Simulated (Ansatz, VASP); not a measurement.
**One calculation of BN, two programs**

```
CELL_PARAMETERS angstrom
0.00677 1.80481 1.80481
1.80481 0.00677 1.80481
1.81158 1.81158 0.00000
ATOMIC_POSITIONS crystal
B 0.00000 0.00000 0.00000
N 0.75000 0.75000 0.75000
```

Change from the starting cell: strain +0.0075 x Voigt [0, 0, 0, 0, 0, 1], atoms carried along.

Alike in both runs: task single point; functional r2SCAN; k mesh 12 × 12 × 12; occupations gaussian, width 0.05 eV; no spin polarisation.

```csv
,VASP,Ansatz
version,VASP 6.6.1,Ansatz 0.2.0
potentials or method,"VASP PAW PBE potentials, release 64 (B, N), cutoff 520 eV","scalar-relativistic, plane waves, PAW"
valence electrons in the cell,8,8
```

|  | VASP | Ansatz | Ansatz less VASP |
| --- | --- | --- | --- |
| gap on the k mesh at the Fermi level (eV) | 4.96 | 4.98 | +0.021 |
| least direct gap on the mesh (eV) | 9.43 | 9.47 | +0.038 |
| pressure (GPa) | 1.2 | 0.1 | -1.12 |
| traceless stress, the component that is largest in VASP (GPa) | -3.53 | -3.51 | +0.023 |
| rms of the force components (eV/Å) | 0.004 | 0.003 | -0.0010 |

VASP's potentials were made for PBE, not for r2SCAN. Atom by atom the forces differ by 0.001 eV/Å (rms over components). With one functional, cell and mesh, what is left measures potentials, basis and numerics.
